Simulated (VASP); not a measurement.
# Hg (P6/mmm) in VASP: notebook

Runs on Hg. Level: PBE+D3(BJ). Tasks: single point.

Program: VASP 6.6.1. These are calculated values, not measurements. Logs are shortened: lines on timing, memory, paths and dates and some standing lists are left out, and cuts for length are marked.

## Step 1: The cell of the first run

It takes space group P6/mmm (No. 191, hexagonal). Conventional cell: a = 5.104 Å, b = 5.104 Å, c = 3.008 Å, α = 90.00°, β = 90.00°, γ = 120.00°. Hg (site symmetry -6m2) has 11 Hg at 2.95 to 3.31 Å within 3.9 Å. Within 4.0 Å of Hg (site symmetry 6/mmm) lie 14 Hg at 3.01 to 3.31 Å.

## Step 2: Single point, PBE+D3(BJ) (22.62 Å³/atom)

The input, INCAR:

```
  PREC = Accurate
  ENCUT = 520
  EDIFF = 1E-6
  ISMEAR = 0
  SIGMA = 0.1
  LREAL = False
  LASPH = True
  NELM = 80
  ALGO = Fast
  ISIF = 2
  LWAVE = False
  LCHARG = False
  GGA = PE
  IVDW = 12
  NBANDS = 25
```

The input, KPOINTS:

```
regular mesh
0
Gamma
  9 9 14
```

The input, POSCAR:

```
Hg
1.0
    5.1039525767      0.0000000000      0.0000000000
   -2.5519762884      4.4201525912      0.0000000000
    0.0000000000      0.0000000000      3.0079644253
Hg
3
Direct
    0.3333333333      0.6666666667      0.5000000000
    0.0000000000      0.0000000000      0.0000000000
    0.6666666667      0.3333333333      0.5000000000
```

Potentials or basis: VASP PAW PBE potentials, release 64 (Hg).

Started as:

```bash
$ cat potpaw_PBE.64/Hg/POTCAR > POTCAR
$ mpirun -np 1 vasp_std > vasp.out
```

OUTCAR:

```text
PREC = Accurate
   ENCUT = 520
   EDIFF = 1E-6
   ISMEAR = 0
   LREAL = False
   LASPH = True
   NELM = 80
   ISIF = 2
   GGA = PE
   IVDW = 12
 IVDW          = 12

 ion  position               nearest neighbor table
   1  0.333  0.667  0.500-   3 2.95   3 2.95   3 2.95   2 3.31   2 3.31   2 3.31   2 3.31   2 3.31
                             2 3.31
   2  0.000  0.000  0.000-   1 3.31   3 3.31   1 3.31   3 3.31   3 3.31   3 3.31   1 3.31   1 3.31
                             3 3.31   3 3.31   1 3.31   1 3.31
   3  0.667  0.333  0.500-   1 2.95   1 2.95   1 2.95   2 3.31   2 3.31   2 3.31   2 3.31   2 3.31
                             2 3.31

  LATTYP: Found a hexagonal cell.
 ALAT       =     5.1039525767
 C/A-ratio  =     0.5893401986

  Lattice vectors:

 A1 = (   5.1039525767,   0.0000000000,   0.0000000000)
 A2 = (  -2.5519762884,   4.4201525912,   0.0000000000)
 A3 = (   0.0000000000,   0.0000000000,   3.0079644253)

Analysis of symmetry for initial positions (statically):
=====================================================================
 Subroutine PRICEL returns:
 Original cell was already a primitive cell.

 Routine SETGRP: Setting up the symmetry group for a
 hexagonal supercell.

 Subroutine GETGRP returns: Found 24 space group operations
 (whereof 24 operations were pure point group operations)
 out of a pool of 24 trial point group operations.

The static configuration has the point symmetry D_6h.

Analysis of symmetry for dynamics (positions and initial velocities):
=====================================================================
 Subroutine PRICEL returns:
 Original cell was already a primitive cell.

 Routine SETGRP: Setting up the symmetry group for a
 hexagonal supercell.

 Subroutine GETGRP returns: Found 24 space group operations
 (whereof 24 operations were pure point group operations)
 out of a pool of 24 trial point group operations.

The dynamic configuration has the point symmetry D_6h.

 Subroutine INISYM returns: Found 24 space group operations
 (whereof 24 operations are pure point group operations),
 and found     1 'primitive' translations

----------------------------------------------------------------------------------------

                                     Primitive cell

  volume of cell :      67.8604

  direct lattice vectors                    reciprocal lattice vectors
     5.103952577  0.000000000  0.000000000     0.195926585  0.113118267  0.000000000
    -2.551976288  4.420152591  0.000000000     0.000000000  0.226236534  0.000000000
     0.000000000  0.000000000  3.007964425     0.000000000  0.000000000  0.332450740

  length of vectors
     5.103952577  5.103952577  3.007964425     0.226236534  0.226236534  0.332450740

  position of ions in fractional coordinates (direct lattice)
     0.333333333  0.666666667  0.500000000
     0.000000000  0.000000000  0.000000000
     0.666666667  0.333333333  0.500000000

  ion indices of the primitive-cell ions
   primitive index   ion index
                 1           1
                 2           2
                 3           3

----------------------------------------------------------------------------------------

 KPOINTS: regular mesh

Automatic generation of k-mesh.
 Grid dimensions read from file:
 generate k-points for:    9    9   14

 Generating k-lattice:

  Cartesian coordinates                     Fractional coordinates (reciprocal lattice)
     0.021769621  0.012568696  0.000000000     0.111111111  0.000000000  0.000000000
     0.000000000  0.025137393  0.000000000     0.000000000  0.111111111  0.000000000
     0.000000000  0.000000000  0.023746481     0.000000000  0.000000000  0.071428571

  Length of vectors
     0.025137393  0.025137393  0.023746481

  Shift w.r.t. Gamma in fractional coordinates (k-lattice)
     0.000000000  0.000000000  0.000000000

 Subroutine IBZKPT returns following result:
 ===========================================

 Found     96 irreducible k-points:

 Following reciprocal coordinates:
            Coordinates               Weight
  0.000000  0.000000  0.000000      1.000000
  0.111111  0.000000  0.000000      6.000000
  0.222222 -0.000000  0.000000      6.000000
  0.333333  0.000000  0.000000      6.000000
  0.444444 -0.000000  0.000000      6.000000
  0.111111  0.111111  0.000000      6.000000
[... 16 lines left out ...]
  0.333333  0.222222  0.071429     24.000000
  0.333333  0.333333  0.071429      4.000000
 [... further k-points ...]
   k-points           NKPTS =     96   k-points in BZ     NKDIM =     96   number of bands    NBANDS=     25
   number of dos      NEDOS =    301   number of ions     NIONS =      3
   total plane-waves  NPLWV =  38400
   dimension x,y,z NGX =    40 NGY =   40 NGZ =   24
   dimension x,y,z NGXF=    80 NGYF=   80 NGZF=   48
   ions per type =               3
   NGX,Y,Z   is equivalent  to a cutoff of  13.03, 13.03, 13.26 a.u.
   NGXF,Y,Z  is equivalent  to a cutoff of  26.06, 26.06, 26.53 a.u.
 SYSTEM =  unknown system
   PREC   = accura    normal or accurate (medium, high low for compatibility)
   ISTART =      0    job   : 0-new  1-cont  2-samecut
   ICHARG =      2    charge: 1-file 2-atom 10-const
   ISPIN  =      1    spin polarized calculation?
   LNONCOLLINEAR =      F non collinear calculations
   LSORBIT =      F    spin-orbit coupling
   LASPH  =      T    aspherical Exc in radial PAW
   ENCUT  =  520.0 eV  38.22 Ry    6.18 a.u.   9.49  9.49  5.59*2*pi/ulx,y,z
   NELM   =     80;   NELMIN=  2; NELMDL= -5     # of ELM steps
   EDIFF  = 0.1E-05   stopping-criterion for ELM
   LREAL  =      F    real-space projection
   EDIFFG = 0.1E-04   stopping-criterion for IOM
   NSW    =      0    number of steps for IOM
   IBRION =     -1    ionic relax: 0-MD 1-quasi-New 2-CG
   NFREE  =      0    steps in history (QN), initial steepest desc. (CG)
   ISIF   =      2    stress and relaxation
   ISYM   =      2    0-nonsym 1-usesym 2-fastsym
   POTIM  = 0.5000    time-step for ionic-motion
   TEBEG  =    0.0;   TEEND  =   0.0 temperature during run
   PSTRESS=    0.0 pullay stress
   NELECT =      36.0000    total number of electrons
   NUPDOWN=      -1.0000    fix difference up-down
   EMIN   =  10.00;   EMAX   =-10.00  energy-range for DOS
   EFERMI =   0.00;   METHOD = LEGACY
   ISMEAR =     0;   SIGMA  =   0.10  broadening in eV -4-tet -1-fermi 0-gaus
   EFERMI_NEDOS =   21; number of points for ismear=-14 and -15
   IALGO  =     68    algorithm
   IMIX   =      4    mixing-type and parameters
     AMIX     =   0.40;   BMIX     =  1.00
     AMIX_MAG =   1.60;   BMIX_MAG =  1.00
  volume/ion in A,a.u.               =      22.62       152.65
  Fermi-wavevector in a.u.,A,eV,Ry     =   1.325267  2.504392 23.896365  1.756333
  Thomas-Fermi vector in A             =   2.454741
   LORBIT       =      0    0 simple, 1 ext, 2 COOP (PROOUT), +10 PAW based schemes
   GGA     = PE    functional components
   LHFCALC =     F    Hartree Fock is set to
   AEXX    =    0.0000 exact exchange contribution
   IVDW    =    12    specifies the selected vdW correction
   LEPSILON=     F    determine dielectric tensor
   LRPA    =     F    only Hartree local field effects (RPA)
 non-spin polarized calculation
 RMM-DIIS sequential band-by-band and
 Gauss-broadening in eV      SIGMA  =   0.10
  energy-cutoff  :      520.00
  volume of cell :       67.86
 maximum number of plane-waves:      1848
 NGX is ok and might be reduce to    40
   NGX = 19   NGY = 19   NGZ = 11

 number of electron      36.0000002 magnetization

 Free energy of the ion-electron system (eV)
  ---------------------------------------------------
  ext. energy  EPLUGINS =         0.00000000
  ---------------------------------------------------
  free energy    TOTEN  =        -0.14737226 eV

  energy without entropy =       -0.14434226  energy(sigma->0) =       -0.14585726

 E-fermi :   3.0599     XC(G=0): -11.0907

 val. band max:        3.0399278700   @ k =   0.3333   0.0000   0.5000
 cond. band min:       3.0763289097   @ k =   0.1111   0.1111   0.3571
 fundamental gap:      0.0364010398
 Fermi energy:         3.0598944967

 k-point     1 :       0.0000    0.0000    0.0000
  band No.  band energies     occupation
      1      -6.3249      2.00000
      2      -5.1900      2.00000
      3      -4.5928      2.00000
      4      -4.3489      2.00000
      5      -4.1354      2.00000
      6      -4.1354      2.00000
[... 17 lines left out ...]
     24      17.4154      0.00000
     25      17.9808      0.00000

 k-point     2 :       0.1111    0.0000    0.0000
  band No.  band energies     occupation
      1      -6.2125      2.00000
      2      -5.1680      2.00000
      3      -4.6201      2.00000
      4      -4.4273      2.00000
      5      -4.2767      2.00000
      6      -4.2759      2.00000
[... 17 lines left out ...]
     24      17.3352      0.00000
     25      17.5309      0.00000

 k-point     3 :       0.2222   -0.0000    0.0000
  band No.  band energies     occupation
      1      -5.8909      2.00000
      2      -5.1086      2.00000
      3      -4.7390      2.00000
      4      -4.6416      2.00000
      5      -4.4202      2.00000
      6      -4.3485      2.00000
[... 17 lines left out ...]
     24      15.5818      0.00000
     25      16.0576      0.00000

 k-point     4 :       0.3333    0.0000    0.0000
  band No.  band energies     occupation
      1      -5.4300      2.00000
      2      -5.0710      2.00000
      3      -4.9178      2.00000
      4      -4.7251      2.00000
      5      -4.5029      2.00000
      6      -4.4059      2.00000
[... 17 lines left out ...]
     24      13.4613      0.00000
     25      14.3733      0.00000
[... 477 lines left out ...]
 k-point    22 :       0.2222    0.2222    0.0714
  band No.  band energies     occupation
      1      -5.2038      2.00000
      2      -4.9820      2.00000
      3      -4.8133      2.00000
      4      -4.8114      2.00000
      5      -4.6096      2.00000
      6      -4.3582      2.00000
[... 17 lines left out ...]
     24      12.8784      0.00000
     25      15.6155      0.00000

 k-point    23 :       0.3333    0.2222    0.0714
  band No.  band energies     occupation
      1      -5.1773      2.00000
      2      -4.9214      2.00000
      3      -4.8628      2.00000
      4      -4.7100      2.00000
      5      -4.6570      2.00000
      6      -4.4050      2.00000
[... 17 lines left out ...]
     24      13.7355      0.00000
     25      14.2820      0.00000

 k-point    24 :       0.3333    0.3333    0.0714
  band No.  band energies     occupation
      1      -5.2114      2.00000
      2      -4.8941      2.00000
      3      -4.8941      2.00000
      4      -4.6873      2.00000
      5      -4.6873      2.00000
      6      -4.4141      2.00000
[... 17 lines left out ...]
     24      13.9560      0.00000
     25      14.5094      0.00000

 [... further k-points ...]

------------------------ aborting loop because EDIFF is reached ----------------------------------------

 Edisp (eV)   -1.38981

 E8    (eV) :    -0.6292

  FORCE on cell =-STRESS in cart. coord.  units (eV):
  Direction    XX          YY          ZZ          XY          YZ          ZX
  --------------------------------------------------------------------------------------
  -------------------------------------------------------------------------------------
  Total       2.24822     2.24822     2.33069    -0.00000     0.00000     0.00000
  in kB      53.08028    53.08028    55.02741    -0.00000     0.00000     0.00000
  external pressure =       53.73 kB  Pullay stress =        0.00 kB

 VOLUME and BASIS-vectors are now :
 -----------------------------------------------------------------------------
  energy-cutoff  :      520.00
  volume of cell :       67.86
      direct lattice vectors                 reciprocal lattice vectors
     5.103952577  0.000000000  0.000000000     0.195926585  0.113118267  0.000000000
    -2.551976288  4.420152591  0.000000000     0.000000000  0.226236534  0.000000000
     0.000000000  0.000000000  3.007964425     0.000000000  0.000000000  0.332450740

 POSITION                                       TOTAL-FORCE (eV/Angst)
 -----------------------------------------------------------------------------------
     -0.00000      2.94677      1.50398        -0.000000      0.000000      0.000000
      0.00000      0.00000      0.00000        -0.000000      0.000000     -0.000000
      2.55198      1.47338      1.50398         0.000000      0.000000     -0.000000
 -----------------------------------------------------------------------------------
    total drift:                                0.000000     -0.000000      0.000000

  FREE ENERGIE OF THE ION-ELECTRON SYSTEM (eV)
  ---------------------------------------------------
  free  energy   TOTEN  =        -1.5371812509 eV

  energy  without entropy=       -1.5341512575  energy(sigma->0) =       -1.53566625
```

It took 2.1 min on 1 thread of Intel Xeon Platinum 8259CL at 2.50GHz (Skylake/Cascade Lake), shared host; peak memory 0.27 GiB.

Results:

```yaml
Free_energy: -1.5372 eV
Pressure: 5.4 GPa
Band_gap_on_the_k_mesh: zero (bands 18 and 19 overlap by 4.81 eV)
Dispersion_energy_per_atom: -0.463 eV
```

Stress tensor (GPa, compression positive):
```
5.31 0.00 0.00
0.00 5.31 0.00
0.00 0.00 5.50
```

Caveat: the cell stands under pressure; spin-orbit coupling is left out, which moves the levels of the heavy elements.

## Step 3: Single point, PBE+D3(BJ) (23.39 Å³/atom)

This run uses another cell than the first one, of 23.39 Å³/atom.

The input, INCAR:

```
SYSTEM = Hg
PREC = Accurate
ENCUT = 520
EDIFF = 1E-6
ISMEAR = 0
SIGMA = 0.1
LREAL = .FALSE.
LASPH = .TRUE.
NELM = 60
ALGO = Fast
ISIF = 2
LWAVE = .FALSE.
LCHARG = .FALSE.
GGA = PE
IVDW = 12
NBANDS = 25
```

The input, KPOINTS:

```
Automatic mesh
0
G
  9 9 14
  0 0 0
```

The input, POSCAR:

```
Hg
1.0
    5.1613051589      0.0000000000      0.0000000000
   -2.5806525795      4.4698213843      0.0000000000
    0.0000000000      0.0000000000      3.0417646075
Hg
3
Direct
    0.3333333333      0.6666666667      0.5000000000
    0.0000000000      0.0000000000      0.0000000000
    0.6666666667      0.3333333333      0.5000000000
```

Potentials or basis: VASP PAW PBE potentials, release 64 (Hg).

Started as:

```bash
$ cat potpaw_PBE.64/Hg/POTCAR > POTCAR
$ mpirun -np 1 vasp_std > vasp.out
```

It took 2.8 min on 1 thread of Intel Xeon Platinum 8259CL at 2.50GHz (Skylake/Cascade Lake), shared host; peak memory 0.28 GiB.

It converged, with:

| Property | Result |
| --- | --- |
| Free energy | -1.6031 eV |
| Pressure | 3.6 GPa |
| Band gap on the k mesh | zero (bands 18 and 19 overlap by 4.63 eV) |
| Dispersion energy per atom | -0.448 eV |

Stress tensor (GPa, compression positive):
```
3.56 0.00 0.00
0.00 3.56 0.00
0.00 0.00 3.77
```

Levels at points of the mesh, in eV from the Fermi level:
| k point | band 16 | band 17 | band 18 | band 19 | band 20 | band 21 |
| --- | --- | --- | --- | --- | --- | --- |
| (0.00, 0.00, 0.00) | -5.73 | -0.98 | -0.54 | 1.94 | 1.94 | 2.00 |
| (0.00, 0.00, 0.50) | -3.14 | -2.85 | 3.27 | 3.63 | 3.73 | 3.87 |

Caveat: the cell stands under pressure; spin-orbit coupling is left out, which moves the levels of the heavy elements.
